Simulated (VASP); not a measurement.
Here is a VASP 6.6.1 calculation.

The input INCAR:

```
SYSTEM = AlN
  PREC = Accurate
  ENCUT = 600
  EDIFF = 1E-6
  ISMEAR = -1
  SIGMA = 0.05
  LREAL = .FALSE.
  LASPH = .TRUE.
  NELM = 120
  ALGO = Normal
  ISIF = 2
  LWAVE = .FALSE.
  LCHARG = .FALSE.
  GGA = PS
  NBANDS = 16
  GGA_COMPAT = .FALSE.
```

KPOINTS

```
regular mesh
0
G
  8 8 5
  0 0 0
```

File POSCAR:

```
AlN
1.0
    3.2375200000      0.0000000000      0.0000000000
   -1.6187600000      2.8037745653      0.0000000000
    0.0000000000      0.0000000000      4.9810000000
Al N
2 2
Direct
    0.6666666667      0.3333333333      0.5000000000
    0.3333333333      0.6666666667      0.0000000000
    0.6666666667      0.3333333333      0.8800000000
    0.3333333333      0.6666666667      0.3800000000
```

Potentials or basis: VASP PAW PBE potentials, release 64 (Al, N).

Command:

```bash
$ cat potpaw_PBE.64/Al/POTCAR potpaw_PBE.64/N/POTCAR > POTCAR
$ mpirun -np 1 vasp_std > vasp.out
```

Predict the pressure.

-13.4 GPa.

What does it give for the largest force?

0.463 eV/Å.

Forces on the atoms (eV/Å):
```
Al   0.000  0.000 -0.463
Al   0.000  0.000 -0.463
N    0.000  0.000  0.463
N    0.000  0.000  0.463
```

Caveat: the PAW data sets were made with another functional, which shifts forces and pressure a little.
